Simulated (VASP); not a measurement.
# Si23BHO48 (a cell with a defect) in VASP: single point with PBE+D3(BJ)

Aim: the single point of Si23BHO48 (a cell with a defect) with PBE+D3(BJ).

Program: VASP 6.6.1. These are calculated values, not measurements. Logs are shortened: lines on timing, memory, paths and dates and some standing lists are left out, and cuts for length are marked.

## Step 1: The cell of the first run

The cell holds a defect, 73 atoms: a = 9.832 Å, b = 9.832 Å, c = 10.818 Å, α = 90.00°, β = 90.00°, γ = 120.00°.

## Step 2: Single point, PBE+D3(BJ)

File INCAR:

```
SYSTEM = Si23BHO48
ALGO     = Normal         ! electronic algorithm
EDIFF    = 1E-7           ! SCF threshold, eV
ENCUT    = 520            ! plane-wave cutoff, eV
GGA      = PE             ! functional
ISIF     = 2              ! what is computed and relaxed
ISMEAR   = 0              ! smearing method
IVDW     = 12             ! dispersion correction
LASPH    = .True.         ! aspherical terms in the spheres
LCHARG   = .True.         ! write CHGCAR
LELF     = .True.         ! ELF
LREAL    = Auto         
LVHAR    = .True.       
LWAVE    = .False.        ! write WAVECAR
NBANDS   = 234            ! bands
NELM     = 80             ! most SCF steps
PREC     = Accurate       ! precision mode
SIGMA    = 0.02           ! smearing width, eV
```

File KPOINTS:

```
k-points
0
Gamma
  1 1 1
  0 0 0
```

File POSCAR:

```
Si23BHO48
1.0
    9.8316000000      0.0000000000      0.0000000000
   -4.9158000000      8.5144153600      0.0000000000
    0.0000000000      0.0000000000     10.8182000000
Si O B H
23 48 1 1
Direct
    0.2682289229      0.0041717999      0.1639474597
    0.0000419677      0.2690481887      0.3312522623
    0.2345810544      0.2388143779     -0.0007830549
    0.2663644079     -0.0005505201      0.6658107197
    0.0037186632      0.2752941180      0.8254915897
    0.2291879395      0.2355889969      0.5009980671
    0.2678411497      0.5043803219      0.1674018048
    0.0054001622      0.7649404739      0.3344694969
    0.2355439426      0.7365272082     -0.0029838285
   -0.0005667034      0.7682689894      0.8330030977
    0.2345422557      0.7272202845      0.5043746949
    0.7676809011      0.0031386716      0.1642908814
    0.4997399161      0.2711420672      0.3352431783
    0.7383065945      0.2360249641     -0.0026597694
    0.7656793795     -0.0009949895      0.6662080931
    0.5006722710      0.2670026425      0.8323051423
    0.7317830153      0.2317291194      0.4997019117
    0.7692833117      0.4995240233      0.1682129801
    0.5029579777      0.7706942416      0.3329031402
    0.7377428504      0.7364662825      0.0043889733
    0.7664359886      0.5001846751      0.6650231037
    0.5051038755      0.7661843401      0.8361290163
    0.7383953709      0.7359984049      0.4982827832
    0.0650805515      0.1966725092      0.4352888266
    0.2961166004      0.3679791332      0.1099467452
    0.1388514544      0.4355985072      0.2784396718
    0.2006629153      0.0720437100      0.0571042539
    0.3688978828      0.3046669348      0.3975596864
    0.4295228333      0.1446271000      0.2225187001
    0.0764737770      0.2198658726      0.9368519637
    0.2657934993      0.3608936924      0.6120307329
    0.1292226854      0.4361111643      0.7554393996
    0.2088114539      0.0726133108      0.5565093035
    0.3677445600      0.2985179595      0.8915206348
    0.4312778623      0.1353165871      0.7239078870
    0.0708238521      0.7003198614      0.4446925550
    0.3036731145      0.8744692210      0.1016227215
    0.1416880140      0.9283102866      0.2756651256
    0.2046423888      0.5730286657      0.0586038920
    0.3659767474      0.7941855297      0.3946852377
    0.4334423032      0.6411711865      0.2224716835
    0.0694980163      0.7086080409      0.9431069514
    0.2930171998      0.8603702445      0.6122862507
    0.1345423859      0.9328457571      0.7748918291
    0.2085469122      0.5632032071      0.5589773536
    0.3605280674      0.7874408044      0.8835684465
    0.4495219921      0.6291561958      0.7294919937
    0.5676555873      0.2039695561      0.4418973531
    0.7948434385      0.3611670270      0.1110217317
    0.6392541019      0.4347030797      0.2784364518
    0.7082789085      0.0683074025      0.0499471439
    0.8651168939      0.2973259774      0.3919628352
    0.9313517940      0.1447895656      0.2176250193
    0.5739183132      0.2090872015      0.9404315434
    0.7912108925      0.3600238151      0.6117225231
    0.6294936056      0.4346163521      0.7713591590
    0.7035696809      0.0662458890      0.5552373503
    0.8691318853      0.3038759931      0.8877116885
    0.9297693146      0.1360551712      0.7225778370
    0.5762812254      0.7096635818      0.4389022277
    0.8013078985      0.8667602742      0.1142089057
    0.6361435494      0.9367190748      0.2736412230
    0.7098352422      0.5704072943      0.0580713636
    0.8721123974      0.7983624135      0.3913170775
    0.9351900246      0.6344024917      0.2246573166
    0.5721018921      0.7119696569      0.9524144877
    0.7960733855      0.8630317777      0.6106301597
    0.6353983299      0.9323982115      0.7763444288
    0.7074198400      0.5692083443      0.5537849054
    0.8628479734      0.7964412699      0.8906236854
    0.9292485115      0.6356317941      0.7246750757
    0.2111657532      0.4620009383      0.6454442706
    0.4820517564      0.5517945226      0.7441152971
```

Potentials or basis: VASP PAW PBE potentials, release 64 (Si, O, B, H).

The run is started by

```bash
cat potpaw_PBE.64/Si/POTCAR potpaw_PBE.64/O/POTCAR potpaw_PBE.64/B/POTCAR potpaw_PBE.64/H/POTCAR > POTCAR
mpirun -np 1 vasp_gam > vasp.out
```

OUTCAR:

```text
SYSTEM = Si23BHO48
   EDIFF = 1E-7
   ENCUT = 520
   GGA = PE
   ISIF = 2
   ISMEAR = 0
   IVDW = 12
   LASPH = .True.
   LREAL = Auto
   NELM = 80
   PREC = Accurate
 IVDW          = 12

 ion  position               nearest neighbor table
   1  0.268  0.004  0.164-  29 1.62  38 1.62  37 1.63  27 1.63   3 3.06   9 3.07  13 3.09   8 3.09

   2  0.000  0.269  0.331-  53 1.62  26 1.62  24 1.62  52 1.62   6 3.05   7 3.06  12 3.06  17 3.07

   3  0.235  0.239  0.999-  30 1.62  27 1.63  25 1.63  34 1.63   1 3.06   7 3.06  16 3.08   5 3.10
[... 83 lines left out ...]
  70  0.863  0.796  0.891-  10 1.62  20 1.63
  71  0.929  0.636  0.725-  21 1.62  10 1.63
  72  0.211  0.462  0.645-  45 1.38  32 1.39  31 1.39
  73  0.482  0.552  0.744-  47 0.97

  LATTYP: Found a hexagonal cell.
 ALAT       =     9.8316000000
 C/A-ratio  =     1.1003498922

  Lattice vectors:

 A1 = (   9.8316000000,   0.0000000000,   0.0000000000)
 A2 = (  -4.9158000000,   8.5144153600,   0.0000000000)
 A3 = (   0.0000000000,   0.0000000000,  10.8182000000)

Analysis of symmetry for initial positions (statically):
=====================================================================
 Subroutine PRICEL returns:
 Original cell was already a primitive cell.

 Routine SETGRP: Setting up the symmetry group for a
 hexagonal supercell.

 Subroutine GETGRP returns: Found  1 space group operations
 (whereof  1 operations were pure point group operations)
 out of a pool of 24 trial point group operations.

The static configuration has the point symmetry C_1 .

Analysis of symmetry for dynamics (positions and initial velocities):
=====================================================================
 Subroutine PRICEL returns:
 Original cell was already a primitive cell.

 Routine SETGRP: Setting up the symmetry group for a
 hexagonal supercell.

 Subroutine GETGRP returns: Found  1 space group operations
 (whereof  1 operations were pure point group operations)
 out of a pool of 24 trial point group operations.

The dynamic configuration has the point symmetry C_1 .

 Subroutine INISYM returns: Found  1 space group operations
 (whereof  1 operations are pure point group operations),
[... 213 lines left out ...]
   NELM   =     80;   NELMIN=  2; NELMDL= -5     # of ELM steps
   EDIFF  = 0.1E-06   stopping-criterion for ELM
   LREAL  =      T    real-space projection
   EDIFFG = 0.1E-05   stopping-criterion for IOM
   NSW    =      0    number of steps for IOM
   IBRION =     -1    ionic relax: 0-MD 1-quasi-New 2-CG
   NFREE  =      0    steps in history (QN), initial steepest desc. (CG)
   ISIF   =      2    stress and relaxation
   ISYM   =      2    0-nonsym 1-usesym 2-fastsym
   POTIM  = 0.5000    time-step for ionic-motion
   TEBEG  =    0.0;   TEEND  =   0.0 temperature during run
   PSTRESS=    0.0 pullay stress
   NELECT =     384.0000    total number of electrons
   NUPDOWN=      -1.0000    fix difference up-down
   EMIN   =  10.00;   EMAX   =-10.00  energy-range for DOS
   EFERMI =   0.00;   METHOD = LEGACY
   ISMEAR =     0;   SIGMA  =   0.02  broadening in eV -4-tet -1-fermi 0-gaus
   EFERMI_NEDOS =   21; number of points for ismear=-14 and -15
   IALGO  =     38    algorithm
   IMIX   =      4    mixing-type and parameters
     AMIX     =   0.40;   BMIX     =  1.00
     AMIX_MAG =   1.60;   BMIX_MAG =  1.00
  volume/ion in A,a.u.               =      12.41        83.72
  Fermi-wavevector in a.u.,A,eV,Ry     =   1.229912  2.324196 20.581295  1.512683
  Thomas-Fermi vector in A             =   2.364781
   LORBIT       =      0    0 simple, 1 ext, 2 COOP (PROOUT), +10 PAW based schemes
   GGA     = PE    functional components
   LHFCALC =     F    Hartree Fock is set to
   AEXX    =    0.0000 exact exchange contribution
   IVDW    =    12    specifies the selected vdW correction
   LEPSILON=     F    determine dielectric tensor
   LRPA    =     F    only Hartree local field effects (RPA)
 non-spin polarized calculation
 Gauss-broadening in eV      SIGMA  =   0.02
  energy-cutoff  :      520.00
  volume of cell :      905.60
 maximum number of plane-waves:     12195
 NGX is ok and might be reduce to    80
   NGX = 37   NGY = 37   NGZ = 41

 number of electron     384.0000010 magnetization

 Free energy of the ion-electron system (eV)
  ---------------------------------------------------
  ext. energy  EPLUGINS =         0.00000000
  ---------------------------------------------------
  free energy    TOTEN  =      -571.83200724 eV

  energy without entropy =     -571.83200724  energy(sigma->0) =     -571.83200724

 E-fermi :   1.3008     XC(G=0):  -9.2299

 val. band max:        1.1852534357   @ k =   0.0000   0.0000   0.0000
 cond. band min:       6.8404992487   @ k =   0.0000   0.0000   0.0000
 fundamental gap:      5.6552458131
 Fermi energy:         1.3008055838

 k-point     1 :       0.0000    0.0000    0.0000
  band No.  band energies     occupation
      1     -18.3327      2.00000
      2     -17.8990      2.00000
      3     -17.8848      2.00000
      4     -17.8560      2.00000
      5     -17.8304      2.00000
      6     -17.8187      2.00000
[... 196 lines left out ...]
    203       9.7303      0.00000
    204       9.8537      0.00000
 [bands above 204 left out]

------------------------ aborting loop because EDIFF is reached ----------------------------------------

 Edisp (eV)  -10.15113

 E8    (eV) :    -3.4160

  FORCE on cell =-STRESS in cart. coord.  units (eV):
  Direction    XX          YY          ZZ          XY          YZ          ZX
  --------------------------------------------------------------------------------------
  -------------------------------------------------------------------------------------
  Total       2.04460    -0.22077     1.86092     3.13557     1.74743     2.54672
  in kB       3.61731    -0.39058     3.29234     5.54745     3.09155     4.50566
  external pressure =        2.17 kB  Pullay stress =        0.00 kB

 VOLUME and BASIS-vectors are now :
 -----------------------------------------------------------------------------
  energy-cutoff  :      520.00
  volume of cell :      905.60
      direct lattice vectors                 reciprocal lattice vectors
     9.831600000  0.000000000  0.000000000     0.101712844  0.058723938  0.000000000
    -4.915800000  8.514415360  0.000000000     0.000000000  0.117447876  0.000000000
     0.000000000  0.000000000 10.818200000     0.000000000  0.000000000  0.092436819

 POSITION                                       TOTAL-FORCE (eV/Angst)
 -----------------------------------------------------------------------------------
      2.61661      0.03552      1.77362         0.014708     -0.000024     -0.000538
     -1.32217      2.29079      3.58355        -0.009840      0.015633     -0.003818
      1.13234      2.03336     10.80973        -0.013218     -0.010479     -0.001235
     -2.29431      8.50973      7.20287         0.019612     -0.006799     -0.004991
     -1.31673      2.34397      8.93033        -0.003290      0.014521      0.011924
      1.09518      2.00590      5.41990         0.008511     -0.023666      0.001015
[... 65 lines left out ...]
     -0.19501      3.93367      6.98255         0.010252      0.064021     -0.004376
      2.02683      4.69821      8.04999         0.064100     -0.083931     -0.013013
 -----------------------------------------------------------------------------------
    total drift:                               -0.002930      0.015653     -0.015906

  FREE ENERGIE OF THE ION-ELECTRON SYSTEM (eV)
  ---------------------------------------------------
  free  energy   TOTEN  =      -581.9831415840 eV

  energy  without entropy=     -581.9831415840  energy(sigma->0) =     -581.98314158
```

It took 9.3 min on 1 thread of Intel Xeon Platinum 8259CL at 2.50GHz (Skylake/Cascade Lake), shared host; peak memory 0.96 GiB.

What came out:

| Quantity | Value |
| --- | --- |
| Free energy | -581.9831 eV |
| Pressure | 0.2 GPa |
| Largest force | 0.106 eV/Å |
| Band gap on the k mesh | 5.66 eV |
| Dispersion energy per atom | -0.139 eV |

Forces on the atoms (eV/Å):
```
Si   0.015  0.000 -0.001
Si  -0.010  0.016 -0.004
Si  -0.013 -0.010 -0.001
Si   0.020 -0.007 -0.005
Si  -0.003  0.015  0.012
Si   0.009 -0.024  0.001
Si   0.012 -0.001 -0.001
Si   0.000  0.014  0.007
Si  -0.005 -0.016 -0.014
Si  -0.009  0.009 -0.004
Si   0.007 -0.030  0.016
Si   0.018 -0.001 -0.004
Si   0.000  0.010  0.001
Si  -0.006 -0.014 -0.004
Si   0.013 -0.003 -0.002
Si  -0.006  0.006 -0.001
Si  -0.009 -0.013  0.007
Si   0.015 -0.002  0.000
Si  -0.014  0.012  0.014
Si  -0.003 -0.012  0.005
Si   0.024  0.001 -0.002
Si  -0.049  0.021 -0.007
Si  -0.006 -0.014 -0.003
O   -0.002  0.005  0.003
O   -0.001 -0.005 -0.004
O    0.007  0.000  0.000
O    0.004 -0.001  0.000
O   -0.008 -0.003  0.002
O   -0.005  0.005  0.001
O   -0.006  0.007 -0.001
O    0.008 -0.017 -0.009
O   -0.003 -0.012  0.015
O    0.005  0.011 -0.003
O   -0.005 -0.006  0.005
O   -0.003  0.010  0.001
O    0.000  0.005 -0.004
O   -0.005 -0.005  0.000
O    0.005 -0.004 -0.005
O    0.008  0.000  0.002
O   -0.003 -0.005 -0.004
O   -0.002  0.006  0.001
O   -0.006  0.007  0.003
O   -0.006  0.001 -0.002
O    0.007  0.005 -0.001
O    0.003  0.010  0.003
O   -0.008 -0.004  0.006
O   -0.045  0.032 -0.007
O   -0.007  0.005 -0.003
O   -0.001 -0.003 -0.002
O    0.003  0.002  0.000
O    0.000 -0.002  0.000
O    0.002 -0.005  0.005
O   -0.004  0.011  0.002
O    0.000  0.007  0.002
O   -0.001 -0.008 -0.008
O    0.000  0.001 -0.006
O    0.006 -0.003  0.000
O   -0.006 -0.004  0.003
O   -0.003  0.013 -0.001
O    0.000  0.008 -0.002
O   -0.002 -0.005  0.004
O    0.004 -0.003 -0.002
O    0.006 -0.002  0.001
O   -0.003 -0.006  0.003
O   -0.005  0.006  0.000
O   -0.001  0.002 -0.001
O    0.000 -0.009 -0.003
O    0.008  0.006 -0.003
O    0.004  0.002  0.003
O   -0.005 -0.004  0.006
O   -0.007  0.009  0.005
B    0.010  0.064 -0.004
H    0.064 -0.084 -0.013
```

Stress tensor (GPa, compression positive):
```
 0.36  0.55  0.45
 0.55 -0.04  0.31
 0.45  0.31  0.33
```

Caveat: the k points lie up to 0.74 Å⁻¹ apart.
